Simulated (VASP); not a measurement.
# BaZnSbF (P4/nmm) in VASP: single point with PBEsol

Aim: the single point of BaZnSbF with PBEsol.

All numbers are computed with VASP 6.6.1; they aren't measurements. Logs are shortened: lines on timing, memory, paths and dates and some standing lists are left out, and cuts for length are marked.

## Step 1: The cell of the first run

The structure is tetragonal, space group P4/nmm (No. 129). The conventional cell has a = 4.438 Å, b = 4.438 Å, c = 9.779 Å, α = 90.00°, β = 90.00°, γ = 90.00°. Within 3.5 Å of Ba (site symmetry 4mm) lie 4 F at 2.66 Å. Within 3.6 Å of Zn (site symmetry -4m2) lie 4 Sb at 2.75 Å and 4 Zn at 3.14 Å. Sb (site symmetry 4mm) has 4 Zn at 2.75 Å within 3.6 Å. F (site symmetry -4m2) has 4 Ba at 2.66 Å and 4 F at 3.14 Å within 3.5 Å.

## Step 2: Single point, PBEsol

File INCAR:

```
SYSTEM = BaZnSbF
PREC     = Accurate       ! precision mode
ENCUT    = 520            ! plane-wave cutoff, eV
EDIFF    = 1E-7           ! SCF threshold, eV
ISMEAR   = -1             ! smearing method
SIGMA    = 0.1            ! smearing width, eV
LREAL    = .FALSE.        ! projectors in reciprocal space
LASPH    = .TRUE.         ! aspherical terms in the spheres
NELM     = 80             ! most SCF steps
ALGO     = Normal         ! electronic algorithm
ISIF     = 2              ! what is computed and relaxed
LWAVE    = .FALSE.        ! write WAVECAR
LCHARG   = .TRUE.         ! write CHGCAR
GGA      = PS             ! functional
LELF     = .TRUE.         ! ELF
LVHAR    = .TRUE.       
NBANDS   = 44             ! bands
```

File KPOINTS:

```
regular mesh
0
G
  4 4 2
  0 0 0
```

File POSCAR:

```
BaZnSbF
1.0
    4.4383500000      0.0000000000      0.0000000000
    0.0000000000      4.4383500000      0.0000000000
    0.0000000000      0.0000000000      9.7789100000
Ba Zn Sb F
2 2 2 2
Direct
    0.0000000000      0.5000000000      0.3507900000
    0.5000000000      0.0000000000      0.6492100000
    0.5000000000      0.5000000000      0.0000000000
    0.0000000000      0.0000000000      0.0000000000
    0.5000000000      0.0000000000      0.1660400000
    0.0000000000      0.5000000000      0.8339600000
    0.5000000000      0.5000000000      0.5000000000
    0.0000000000      0.0000000000      0.5000000000
```

Potentials or basis: VASP PAW PBE potentials, release 64 (Ba_sv, Zn, Sb, F).

Run with:

```bash
> cat potpaw_PBE.64/Ba_sv/POTCAR potpaw_PBE.64/Zn/POTCAR potpaw_PBE.64/Sb/POTCAR potpaw_PBE.64/F/POTCAR > POTCAR
> mpirun -np 1 vasp_std > vasp.out
```

OUTCAR:

```text
SYSTEM = BaZnSbF
   PREC = Accurate
   ENCUT = 520
   EDIFF = 1E-7
   ISMEAR = -1
   LREAL = .FALSE.
   LASPH = .TRUE.
   NELM = 80
   ISIF = 2
   GGA = PS

 ion  position               nearest neighbor table
   1  0.000  0.500  0.351-   7 2.66   8 2.66   8 2.66   7 2.66   5 3.62   5 3.62   5 3.62   5 3.62
                             2 4.29   2 4.29   2 4.29   2 4.29
   2  0.500  0.000  0.649-   7 2.66   8 2.66   7 2.66   8 2.66   6 3.62   6 3.62   6 3.62   6 3.62
                             1 4.29   1 4.29   1 4.29   1 4.29
   3  0.500  0.500  0.000-   5 2.75   6 2.75   5 2.75   6 2.75
   4  0.000  0.000  0.000-   5 2.75   6 2.75   6 2.75   5 2.75
   5  0.500  0.000  0.166-   3 2.75   4 2.75   3 2.75   4 2.75   1 3.62   1 3.62   1 3.62   1 3.62

   6  0.000  0.500  0.834-   3 2.75   4 2.75   4 2.75   3 2.75   2 3.62   2 3.62   2 3.62   2 3.62

   7  0.500  0.500  0.500-   1 2.66   2 2.66   2 2.66   1 2.66
   8  0.000  0.000  0.500-   1 2.66   2 2.66   1 2.66   2 2.66

  LATTYP: Found a simple tetragonal cell.
 ALAT       =     4.4383500000
 C/A-ratio  =     2.2032759922

  Lattice vectors:

 A1 = (   4.4383500000,   0.0000000000,   0.0000000000)
 A2 = (   0.0000000000,   4.4383500000,   0.0000000000)
 A3 = (   0.0000000000,   0.0000000000,   9.7789100000)

Analysis of symmetry for initial positions (statically):
=====================================================================
 Subroutine PRICEL returns:
 Original cell was already a primitive cell.

 Routine SETGRP: Setting up the symmetry group for a
 simple tetragonal supercell.

 Subroutine GETGRP returns: Found 16 space group operations
 (whereof  8 operations were pure point group operations)
 out of a pool of 16 trial point group operations.

The static configuration has the point symmetry D_2d.
 The point group associated with its full space group is D_4h.

Analysis of symmetry for dynamics (positions and initial velocities):
=====================================================================
 Subroutine PRICEL returns:
 Original cell was already a primitive cell.

 Routine SETGRP: Setting up the symmetry group for a
 simple tetragonal supercell.

 Subroutine GETGRP returns: Found 16 space group operations
 (whereof  8 operations were pure point group operations)
 out of a pool of 16 trial point group operations.

The dynamic configuration has the point symmetry D_2d.
 The point group associated with its full space group is D_4h.

 Subroutine INISYM returns: Found 16 space group operations
 (whereof  8 operations are pure point group operations),
 and found     1 'primitive' translations

----------------------------------------------------------------------------------------

                                     Primitive cell

  volume of cell :     192.6343

  direct lattice vectors                    reciprocal lattice vectors
     4.438350000  0.000000000  0.000000000     0.225308955  0.000000000  0.000000000
     0.000000000  4.438350000  0.000000000     0.000000000  0.225308955  0.000000000
     0.000000000  0.000000000  9.778910000     0.000000000  0.000000000  0.102260886

  length of vectors
     4.438350000  4.438350000  9.778910000     0.225308955  0.225308955  0.102260886

  position of ions in fractional coordinates (direct lattice)
     0.000000000  0.500000000  0.350790000
     0.500000000  0.000000000  0.649210000
     0.500000000  0.500000000  0.000000000
     0.000000000  0.000000000  0.000000000
     0.500000000  0.000000000  0.166040000
     0.000000000  0.500000000  0.833960000
     0.500000000  0.500000000  0.500000000
     0.000000000  0.000000000  0.500000000

  ion indices of the primitive-cell ions
   primitive index   ion index
                 1           1
                 2           2
                 3           3
                 4           4
                 5           5
                 6           6
                 7           7
                 8           8

----------------------------------------------------------------------------------------

 KPOINTS: regular mesh

Automatic generation of k-mesh.
 Grid dimensions read from file:
 generate k-points for:    4    4    2

 Generating k-lattice:

  Cartesian coordinates                     Fractional coordinates (reciprocal lattice)
     0.056327239  0.000000000  0.000000000     0.250000000  0.000000000  0.000000000
     0.000000000  0.056327239  0.000000000     0.000000000  0.250000000  0.000000000
     0.000000000  0.000000000  0.051130443     0.000000000  0.000000000  0.500000000

  Length of vectors
     0.056327239  0.056327239  0.051130443

  Shift w.r.t. Gamma in fractional coordinates (k-lattice)
     0.000000000  0.000000000  0.000000000

 Subroutine IBZKPT returns following result:
 ===========================================

 Found     12 irreducible k-points:

 Following reciprocal coordinates:
            Coordinates               Weight
  0.000000  0.000000  0.000000      1.000000
  0.250000  0.000000  0.000000      4.000000
  0.500000  0.000000  0.000000      2.000000
  0.250000  0.250000  0.000000      4.000000
  0.500000  0.250000  0.000000      4.000000
  0.500000  0.500000  0.000000      1.000000
  0.000000  0.000000  0.500000      1.000000
  0.250000  0.000000  0.500000      4.000000
  0.500000  0.000000  0.500000      2.000000
  0.250000  0.250000  0.500000      4.000000
  0.500000  0.250000  0.500000      4.000000
  0.500000  0.500000  0.500000      1.000000
   k-points           NKPTS =     12   k-points in BZ     NKDIM =     12   number of bands    NBANDS=     44
   number of dos      NEDOS =    301   number of ions     NIONS =      8
   total plane-waves  NPLWV = 103680
   dimension x,y,z NGX =    36 NGY =   36 NGZ =   80
   dimension x,y,z NGXF=    72 NGYF=   72 NGZF=  160
   ions per type =               2   2   2   2
   NGX,Y,Z   is equivalent  to a cutoff of  13.48, 13.48, 13.60 a.u.
   NGXF,Y,Z  is equivalent  to a cutoff of  26.97, 26.97, 27.20 a.u.
 SYSTEM =  BaZnSbF
   PREC   = accura    normal or accurate (medium, high low for compatibility)
   ISTART =      0    job   : 0-new  1-cont  2-samecut
   ICHARG =      2    charge: 1-file 2-atom 10-const
   ISPIN  =      1    spin polarized calculation?
   LNONCOLLINEAR =      F non collinear calculations
   LSORBIT =      F    spin-orbit coupling
   LASPH  =      T    aspherical Exc in radial PAW
   ENCUT  =  520.0 eV  38.22 Ry    6.18 a.u.   8.25  8.25 18.18*2*pi/ulx,y,z
   NELM   =     80;   NELMIN=  2; NELMDL= -5     # of ELM steps
   EDIFF  = 0.1E-06   stopping-criterion for ELM
   LREAL  =      F    real-space projection
   EDIFFG = 0.1E-05   stopping-criterion for IOM
   NSW    =      0    number of steps for IOM
   IBRION =     -1    ionic relax: 0-MD 1-quasi-New 2-CG
   NFREE  =      0    steps in history (QN), initial steepest desc. (CG)
   ISIF   =      2    stress and relaxation
   ISYM   =      2    0-nonsym 1-usesym 2-fastsym
   POTIM  = 0.5000    time-step for ionic-motion
   TEBEG  =    0.0;   TEEND  =   0.0 temperature during run
   PSTRESS=    0.0 pullay stress
   NELECT =      68.0000    total number of electrons
   NUPDOWN=      -1.0000    fix difference up-down
   EMIN   =  10.00;   EMAX   =-10.00  energy-range for DOS
   EFERMI =   0.00;   METHOD = LEGACY
   ISMEAR =    -1;   SIGMA  =   0.10  broadening in eV -4-tet -1-fermi 0-gaus
   EFERMI_NEDOS =   21; number of points for ismear=-14 and -15
   IALGO  =     38    algorithm
   IMIX   =      4    mixing-type and parameters
     AMIX     =   0.40;   BMIX     =  1.00
     AMIX_MAG =   1.60;   BMIX_MAG =  1.00
  volume/ion in A,a.u.               =      24.08       162.50
  Fermi-wavevector in a.u.,A,eV,Ry     =   1.157000  2.186413 18.213419  1.338649
  Thomas-Fermi vector in A             =   2.293615
   LORBIT       =      0    0 simple, 1 ext, 2 COOP (PROOUT), +10 PAW based schemes
   GGA     = PS    functional components
   LHFCALC =     F    Hartree Fock is set to
   AEXX    =    0.0000 exact exchange contribution
   IVDW    =     0    specifies the selected vdW correction
   LEPSILON=     F    determine dielectric tensor
   LRPA    =     F    only Hartree local field effects (RPA)
 non-spin polarized calculation
  energy-cutoff  :      520.00
  volume of cell :      192.63
 maximum number of plane-waves:      5232
 NGX is ok and might be reduce to    36
   NGX = 17   NGY = 17   NGZ = 37

 number of electron      67.9999972 magnetization

 Free energy of the ion-electron system (eV)
  ---------------------------------------------------
  ext. energy  EPLUGINS =         0.00000000
  ---------------------------------------------------
  free energy    TOTEN  =       -34.66457489 eV

  energy without entropy =      -34.63420494  energy(sigma->0) =      -34.64938991

 E-fermi :   3.9997     XC(G=0):  -9.6336

 val. band max:        3.9456710106   @ k =   0.0000   0.0000   0.0000
 cond. band min:       4.6565168397   @ k =   0.2500   0.0000   0.0000
 fundamental gap:      0.7108458291
 Fermi energy:         3.9996628796

 k-point     1 :       0.0000    0.0000    0.0000
  band No.  band energies     occupation
      1     -24.1350      2.00000
      2     -23.9612      2.00000
      3     -20.0005      2.00000
      4     -19.9740      2.00000
      5      -9.3317      2.00000
      6      -9.3317      2.00000
[... 36 lines left out ...]
     43       8.1784      0.00000
     44       8.4756      0.00000

 k-point     2 :       0.2500    0.0000    0.0000
  band No.  band energies     occupation
      1     -24.0872      2.00000
      2     -23.9628      2.00000
      3     -20.0327      2.00000
      4     -20.0164      2.00000
      5      -9.4413      2.00000
      6      -9.3011      2.00000
[... 36 lines left out ...]
     43       8.0666      0.00000
     44       8.2705      0.00000

 k-point     3 :       0.5000    0.0000    0.0000
  band No.  band energies     occupation
      1     -24.0015      2.00000
      2     -24.0015      2.00000
      3     -20.0623      2.00000
      4     -20.0623      2.00000
      5      -9.3455      2.00000
      6      -9.3455      2.00000
[... 36 lines left out ...]
     43       8.4986      0.00000
     44       8.5337      0.00000

 k-point     4 :       0.2500    0.2500    0.0000
  band No.  band energies     occupation
      1     -24.0460      2.00000
      2     -23.9570      2.00000
      3     -20.0667      2.00000
      4     -20.0569      2.00000
      5      -9.5099      2.00000
      6      -9.3349      2.00000
[... 318 lines left out ...]
     43       7.9588      0.00000
     44       8.5481      0.00000

 k-point    11 :       0.5000    0.2500    0.5000
  band No.  band energies     occupation
      1     -23.9776      2.00000
      2     -23.9776      2.00000
      3     -20.0997      2.00000
      4     -20.0997      2.00000
      5      -9.4152      2.00000
      6      -9.4152      2.00000
[... 36 lines left out ...]
     43       8.9472      0.00000
     44       8.9503      0.00000

 k-point    12 :       0.5000    0.5000    0.5000
  band No.  band energies     occupation
      1     -23.9532      2.00000
      2     -23.9532      2.00000
      3     -20.1374      2.00000
      4     -20.1374      2.00000
      5      -9.3836      2.00000
      6      -9.3836      2.00000
[... 36 lines left out ...]
     43      10.0103      0.00000
     44      10.0109      0.00000

------------------------ aborting loop because EDIFF is reached ----------------------------------------

  FORCE on cell =-STRESS in cart. coord.  units (eV):
  Direction    XX          YY          ZZ          XY          YZ          ZX
  --------------------------------------------------------------------------------------
  -------------------------------------------------------------------------------------
  Total       -0.6845114     -0.6845114     -1.4673857      0.0000000      0.0000000      0.0000000
  in kB       -5.6932168     -5.6932168    -12.2045372      0.0000000      0.0000000      0.0000000
  external PRESSURE =      -7.8636569 kB  Pullay stress =       0.0000000 kB

 VOLUME and BASIS-vectors are now :
 -----------------------------------------------------------------------------
  energy-cutoff  :      520.00
  volume of cell :      192.63
      direct lattice vectors                 reciprocal lattice vectors
     4.438350000  0.000000000  0.000000000     0.225308955  0.000000000  0.000000000
     0.000000000  4.438350000  0.000000000     0.000000000  0.225308955  0.000000000
     0.000000000  0.000000000  9.778910000     0.000000000  0.000000000  0.102260886

 POSITION                                       TOTAL-FORCE (eV/Angst)
 -----------------------------------------------------------------------------------
      0.00000      2.21917      3.43034        -0.000000     -0.000000     -0.134097
      2.21917      0.00000      6.34857         0.000000     -0.000000      0.134097
      2.21917      2.21917      0.00000        -0.000000     -0.000000      0.000000
      0.00000      0.00000      0.00000         0.000000      0.000000      0.000000
      2.21917      0.00000      1.62369         0.000000     -0.000000     -0.061295
      0.00000      2.21917      8.15522         0.000000      0.000000      0.061295
      2.21917      2.21917      4.88945         0.000000     -0.000000      0.000000
      0.00000      0.00000      4.88945         0.000000      0.000000      0.000000
 -----------------------------------------------------------------------------------
    total drift:                                0.000000      0.000000      0.000000

  FREE ENERGIE OF THE ION-ELECTRON SYSTEM (eV)
  ---------------------------------------------------
  free  energy   TOTEN  =       -34.6645748885 eV

  energy  without entropy=      -34.6342049387  energy(sigma->0) =      -34.64938991
```

Run time: 3.8 min. Hardware: 1 thread of Oxide Virtual Turin-like, shared host; peak memory 0.34 GiB.

Results:

```
Free energy            : -34.6646 eV
Pressure               : -0.8 GPa
Largest force          : 0.134 eV/Å
Band gap on the k mesh : zero (band 34 reaches 3.95 eV, above the bottom of band 35 at 3.93 eV)
```

Forces in eV/Å, atoms in the order of the input:
```
Ba   0.000  0.000 -0.134
Ba   0.000  0.000  0.134
Zn   0.000  0.000  0.000
Zn   0.000  0.000  0.000
Sb   0.000  0.000 -0.061
Sb   0.000  0.000  0.061
F    0.000  0.000  0.000
F    0.000  0.000  0.000
```

Caveat: the PAW data sets were made with another functional, which shifts forces and pressure a little; spin-orbit coupling is left out, which moves the levels of the heavy elements.
